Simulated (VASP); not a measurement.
# CaCo (F-43m) in VASP: notebook, part 2 of 2

VASP 6.6.1. The steps go on from the part before.

**3. Relaxation of cell and atoms, PBE, collinear spin, ferromagnetic start**

This run uses another cell than the first one, of 21.36 Å³/atom, 0.671 times its volume.

Input file INCAR:

```
PREC = Accurate
ENCUT = 600
EDIFF = 1E-6
ISMEAR = 0
SIGMA = 0.1
LREAL = False
LASPH = True
NELM = 150
ALGO = Normal
ISIF = 3
LWAVE = False
LCHARG = False
ISPIN = 2
MAGMOM = 0 1.03
LORBIT = 11
LMAXMIX = 4
GGA = PE
IBRION = 2
NSW = 90
EDIFFG = -0.04
```

Input file KPOINTS:

```
regular mesh
0
Gamma
  6 6 6
```

Input file POSCAR:

```
CaCo
1.0
    0.0000000000      2.7745826170      2.7745826170
    2.7745826170      0.0000000000      2.7745826170
    2.7745826170      2.7745826170      0.0000000000
Ca Co
1 1
Direct
    0.0000000000      0.0000000000      0.0000000000
    0.7500000000      0.7500000000      0.7500000000
```

Potentials or basis: VASP PAW PBE potentials, release 64 (Ca_sv, Co).

Command:

```bash
$ cat potpaw_PBE.64/Ca_sv/POTCAR potpaw_PBE.64/Co/POTCAR > POTCAR
$ mpirun -np 1 vasp_std > vasp.out
```

OUTCAR:

```text
PREC = Accurate
   ENCUT = 600
   EDIFF = 1E-6
   ISMEAR = 0
   LREAL = False
   LASPH = True
   NELM = 150
   ISIF = 3
   ISPIN = 2
   LORBIT = 11
   GGA = PE
   IBRION = 2
   NSW = 90
   EDIFFG = -0.04

 ion  position               nearest neighbor table
   1  0.000  0.000  0.000-   2 2.40   2 2.40   2 2.40   2 2.40
   2  0.750  0.750  0.750-   1 2.40   1 2.40   1 2.40   1 2.40

  LATTYP: Found a face centered cubic cell.
 ALAT       =     5.5491652340

  Lattice vectors:

 A1 = (   0.0000000000,   2.7745826170,   2.7745826170)
 A2 = (   2.7745826170,   0.0000000000,   2.7745826170)
 A3 = (   2.7745826170,   2.7745826170,   0.0000000000)

Analysis of symmetry for initial positions (statically):
=====================================================================
 Subroutine PRICEL returns:
 Original cell was already a primitive cell.

 Routine SETGRP: Setting up the symmetry group for a
 face centered cubic supercell.

 Subroutine GETGRP returns: Found 24 space group operations
 (whereof 24 operations were pure point group operations)
 out of a pool of 48 trial point group operations.

The static configuration has the point symmetry T_d .

Analysis of symmetry for dynamics (positions and initial velocities):
=====================================================================
 Subroutine PRICEL returns:
 Original cell was already a primitive cell.

[... 170 lines left out ...]
 spin component 1

 k-point     1 :       0.0000    0.0000    0.0000
  band No.  band energies     occupation
      1     -35.8937      1.00000
      2     -17.0083      1.00000
      3     -17.0083      1.00000
      4     -17.0083      1.00000
      5      -0.5678      1.00000
      6       2.5862      1.00000
      7       2.5862      1.00000
      8       2.7875      1.00000
      9       2.7875      1.00000
     10       2.7875      1.00000
     11       6.7719      0.00000
[... 602 lines left out ...]
--------------------------------------- Ionic step        3  -------------------------------------------

 number of electron      19.0000009 magnetization      -1.0655688

 Free energy of the ion-electron system (eV)
  ---------------------------------------------------
  ext. energy  EPLUGINS =         0.00000000
  ---------------------------------------------------
  free energy    TOTEN  =        -6.11691328 eV

  energy without entropy =       -6.06270454  energy(sigma->0) =       -6.08980891

 E-fermi :   1.8972     XC(G=0):  -8.0814

 val. band max:        1.8966446743   @ k =   0.3333   0.1667   0.0000
 cond. band min:       1.8988946528   @ k =   0.5000   0.1667   0.0000
 fundamental gap:      0.0022499785
 Fermi energy:         1.8971516057

 spin component 1

 k-point     1 :       0.0000    0.0000    0.0000
  band No.  band energies     occupation
      1     -39.0951      1.00000
      2     -20.1325      1.00000
      3     -20.1325      1.00000
      4     -20.1325      1.00000
      5      -2.2116      1.00000
      6       1.4739      1.00000
      7       1.4739      1.00000
      8       1.8418      0.78330
      9       1.8418      0.78325
     10       1.8418      0.78324
     11       4.1177      0.00000
[... 560 lines left out ...]
  FREE ENERGIE OF THE ION-ELECTRON SYSTEM (eV)
  ---------------------------------------------------
  free  energy   TOTEN  =        -6.1169132834 eV

  energy  without entropy=       -6.0627045373  energy(sigma->0) =       -6.08980891

 reached required accuracy - stopping structural energy minimisation

 total charge

# of ion       s       p       d       tot
------------------------------------------
    1        2.070   5.827   0.291   8.188
    2        0.557   0.050   7.405   8.012
--------------------------------------------------
tot          2.626   5.877   7.696  16.200

 magnetization (x)

# of ion       s       p       d       tot
------------------------------------------
    1        0.009   0.001   0.057   0.067
    2       -0.022   0.016  -1.389  -1.395
--------------------------------------------------
tot         -0.013   0.017  -1.332  -1.328
```

OSZICAR:

```text
N       E                     dE             d eps       ncg     rms          rms(c)
DAV:   1     0.144670785667E+03    0.14467E+03   -0.98259E+03   896   0.158E+03
DAV:   2    -0.147719858537E+00   -0.14482E+03   -0.13930E+03   962   0.336E+02
DAV:   3    -0.532366490175E+01   -0.51759E+01   -0.49822E+01  1170   0.760E+01
DAV:   4    -0.567284208348E+01   -0.34918E+00   -0.34778E+00  1396   0.154E+01
[... 40 lines left out ...]
DAV:  10    -0.611678220507E+01    0.27930E-03   -0.16616E-03  1260   0.286E-01    0.128E-01
DAV:  11    -0.611690637400E+01   -0.12417E-03   -0.66879E-04  1506   0.222E-01    0.494E-02
DAV:  12    -0.611690893013E+01   -0.25561E-05   -0.12095E-04  1090   0.123E-01    0.865E-03
DAV:  13    -0.611691269616E+01   -0.37660E-05   -0.13874E-05  1250   0.330E-02    0.779E-03
DAV:  14    -0.611691328339E+01   -0.58722E-06   -0.18734E-06   846   0.116E-02
   3 F= -.61169133E+01 E0= -.60898089E+01  d E =-.740320E+00  mag=    -1.0664
```

It took 83 s on 1 thread of Oxide Virtual Turin-like, shared host; peak memory 0.18 GiB.

What came out:

```yaml
Free_energy: -6.1169 eV
Relaxed_volume: 32.19 Å³/atom
Relaxed_cell: a = 4.498 Å, b = 4.498 Å, c = 4.498 Å, α = 60.00°, β = 60.00°, γ = 60.00°
Space_group_after_relaxing_to_0.05_Å: F-43m (No. 216)
Energy_gained_by_relaxing: 370.2 meV/atom
Ionic_steps: 3
Pressure_after_relaxing: -0.2 GPa
Net_moment: -1.07 μB per cell
Site_moments: Ca +0.07; Co -1.40 μB
Valence_electrons_inside_the_program's_atomic_spheres: Ca 8.19; Co 8.01
```

The path:
```
step  energy change (eV)  largest force (eV/Å)  pressure (GPa)  volume (Å³)
   1              0.0000                0.0000           13.33        42.72
   2             -0.6349                0.0000            4.14        54.67
   3             -0.7403                0.0000           -0.16        64.37
```

Final structure:
```yaml
crystal:
  lattice:
    - [0.00000, 3.18092, 3.18092]
    - [3.18092, 0.00000, 3.18092]
    - [3.18092, 3.18092, 0.00000]
  atoms:
    - { symbol: Ca, position: [0.00000, 0.00000, 0.00000] }
    - { symbol: Co, position: [0.75000, 0.75000, 0.75000] }
```

Levels at points of the mesh, in eV from the Fermi level:
Spin up:
| k point | band 6 | band 7 | band 8 | band 9 | band 10 | band 11 | band 12 | band 13 |
| --- | --- | --- | --- | --- | --- | --- | --- | --- |
| (0.00, 0.00, 0.00) | -0.42 | -0.42 | -0.06 | -0.06 | -0.06 | 2.22 | 2.22 | 2.22 |
| (0.50, 0.00, 0.00) | -0.71 | -0.42 | -0.42 | -0.02 | -0.02 | 0.03 | 2.49 | 2.49 |
| (0.50, 0.50, 0.00) | -0.72 | -0.69 | -0.12 | 0.01 | 0.04 | 0.04 | 2.47 | 3.20 |
Spin down:
| k point | band 8 | band 9 | band 10 | band 11 | band 12 | band 13 |
| --- | --- | --- | --- | --- | --- | --- |
| (0.00, 0.00, 0.00) | -1.48 | -1.21 | -1.21 | 2.24 | 2.24 | 2.24 |
| (0.50, 0.00, 0.00) | -1.36 | -1.18 | -1.18 | -0.29 | 2.50 | 2.50 |
| (0.50, 0.50, 0.00) | -1.43 | -1.00 | -1.00 | -0.11 | 2.51 | 3.27 |

Caveat: the volume moved by over 15 % at a fixed basis, so the end points are rough.

**4. Single point, PBE, collinear spin, ferromagnetic start**

This run uses another cell than the first one, of 34.34 Å³/atom, 1.079 times its volume.

Input file INCAR:

```
SYSTEM = CaCo
PREC = Accurate
ENCUT = 520
EDIFF = 1E-6
ISMEAR = 0
SIGMA = 0.1
LREAL = .FALSE.
LASPH = .TRUE.
NELM = 150
ALGO = Normal
ISIF = 2
LWAVE = .FALSE.
LCHARG = .TRUE.
ISPIN = 2
MAGMOM = 0 1.54
LORBIT = 11
LMAXMIX = 4
GGA = PE
LELF = .TRUE.
LVHAR = .TRUE.
NBANDS = 20
```

Input file KPOINTS:

```
Automatic mesh
0
G
  16 16 16
  0 0 0
```

Input file POSCAR:

```
CaCo
1.0
    0.0000000000      3.2502656915      3.2502656915
    3.2502656915      0.0000000000      3.2502656915
    3.2502656915      3.2502656915      0.0000000000
Ca Co
1 1
Direct
    0.0000000000      0.0000000000      0.0000000000
    0.2500000000      0.2500000000      0.2500000000
```

Potentials or basis: VASP PAW PBE potentials, release 64 (Ca_sv, Co).

Command:

```bash
$ cat potpaw_PBE.64/Ca_sv/POTCAR potpaw_PBE.64/Co/POTCAR > POTCAR
$ mpirun -np 1 vasp_std > vasp.out
```

OUTCAR:

```text
SYSTEM = CaCo
   PREC = Accurate
   ENCUT = 520
   EDIFF = 1E-6
   ISMEAR = 0
   LREAL = .FALSE.
   LASPH = .TRUE.
   NELM = 150
   ISIF = 2
   ISPIN = 2
   LORBIT = 11
   GGA = PE

 ion  position               nearest neighbor table
   1  0.000  0.000  0.000-   2 2.81   2 2.81   2 2.81   2 2.81
   2  0.250  0.250  0.250-   1 2.81   1 2.81   1 2.81   1 2.81

  LATTYP: Found a face centered cubic cell.
 ALAT       =     6.5005313830

  Lattice vectors:

 A1 = (   0.0000000000,   3.2502656915,   3.2502656915)
 A2 = (   3.2502656915,   0.0000000000,   3.2502656915)
 A3 = (   3.2502656915,   3.2502656915,   0.0000000000)

[... 1318 lines left out ...]
 VOLUME and BASIS-vectors are now :
 -----------------------------------------------------------------------------
  energy-cutoff  :      520.00
  volume of cell :       68.67
      direct lattice vectors                 reciprocal lattice vectors
     0.000000000  3.250265692  3.250265692    -0.153833578  0.153833578  0.153833578
     3.250265692  0.000000000  3.250265692     0.153833578 -0.153833578  0.153833578
     3.250265692  3.250265692  0.000000000     0.153833578  0.153833578 -0.153833578

 POSITION                                       TOTAL-FORCE (eV/Angst)
 -----------------------------------------------------------------------------------
      0.00000      0.00000      0.00000         0.000000      0.000000     -0.000000
      1.62513      1.62513      1.62513        -0.000000     -0.000000      0.000000
 -----------------------------------------------------------------------------------
    total drift:                               -0.000000     -0.000000     -0.000000

  FREE ENERGIE OF THE ION-ELECTRON SYSTEM (eV)
  ---------------------------------------------------
  free  energy   TOTEN  =        -6.2059092467 eV

  energy  without entropy=       -6.1932707597  energy(sigma->0) =       -6.19959000

 total charge

# of ion       s       p       d       tot
------------------------------------------
    1        2.069   5.833   0.263   8.164
    2        0.554   0.055   7.361   7.970
--------------------------------------------------
tot          2.623   5.888   7.623  16.134

 magnetization (x)

# of ion       s       p       d       tot
------------------------------------------
    1       -0.009  -0.008  -0.062  -0.080
    2        0.018  -0.013   1.524   1.529
--------------------------------------------------
tot          0.009  -0.021   1.461   1.449
```

OSZICAR:

```text
N       E                     dE             d eps       ncg     rms          rms(c)
DAV:   1     0.126156457207E+03    0.12616E+03   -0.80825E+03 11600   0.882E+02
DAV:   2    -0.144097038371E+01   -0.12760E+03   -0.12023E+03 12088   0.226E+02
DAV:   3    -0.607931480765E+01   -0.46383E+01   -0.44545E+01 15824   0.501E+01
DAV:   4    -0.633755358221E+01   -0.25824E+00   -0.25179E+00 16608   0.813E+00
DAV:   5    -0.634194773671E+01   -0.43942E-02   -0.43831E-02 14768   0.116E+00    0.778E+00
DAV:   6    -0.102001733114E+02   -0.38582E+01   -0.13243E+01 13100   0.372E+01    0.230E+01
DAV:   7    -0.615327392470E+01    0.40469E+01   -0.13117E+01 12816   0.237E+01    0.323E+00
DAV:   8    -0.612203312690E+01    0.31241E-01   -0.17753E-01 14636   0.250E+00    0.211E+00
DAV:   9    -0.619934073647E+01   -0.77308E-01   -0.29420E-01 15524   0.455E+00    0.166E+00
DAV:  10    -0.620459131980E+01   -0.52506E-02   -0.21846E-02 13284   0.113E+00    0.698E-01
DAV:  11    -0.620466399815E+01   -0.72678E-04   -0.71871E-03 12888   0.657E-01    0.190E-01
DAV:  12    -0.620585523059E+01   -0.11912E-02   -0.13432E-03 14180   0.245E-01    0.791E-02
DAV:  13    -0.620590023758E+01   -0.45007E-04   -0.32013E-04 13428   0.848E-02    0.392E-02
DAV:  14    -0.620590282144E+01   -0.25839E-05   -0.13547E-05 15096   0.234E-02    0.177E-02
DAV:  15    -0.620590869566E+01   -0.58742E-05   -0.60602E-06 13632   0.207E-02    0.453E-03
DAV:  16    -0.620590924665E+01   -0.55099E-06   -0.15934E-06 12384   0.105E-02
   1 F= -.62059092E+01 E0= -.61995900E+01  d E =-.126385E-01  mag=     1.2090
```

It took 8.6 min on 1 thread of Oxide Virtual Turin-like, shared host; peak memory 0.44 GiB.

Results:

- Free energy: -6.2059 eV
- Pressure: 0.0 GPa
- Net moment: 1.21 μB per cell
- Site moments: Ca -0.08; Co +1.53 μB
- Valence electrons inside the program's atomic spheres: Ca 8.16; Co 7.97

**5. The runs side by side**

```csv
task,cell,k mesh,cutoff (eV),gap on the mesh (eV),pressure (GPa),moment (μB)
single point,"a = 4.481 Å, angles 60.0°, 2 atoms",6 × 6 × 6,520,none,1.2,1.10
relaxation of cell and atoms,"relaxed from a = 3.924 Å, angles 60.0°, 2 atoms",6 × 6 × 6,600,none,-0.2,1.07
single point,"a = 4.597 Å, angles 60.0°, 2 atoms",16 × 16 × 16,520,none,0.0,1.21
```

Alike in all rows: level PBE; potentials or basis VASP PAW PBE potentials, release 64 (Ca_sv, Co); spin collinear, ferromagnetic start; smearing gaussian 0.1 eV.

Caveats: the volume moved by over 15 % at a fixed basis, so the end points are rough (some runs).

Absolute energies hang on the potentials; compare differences alone.
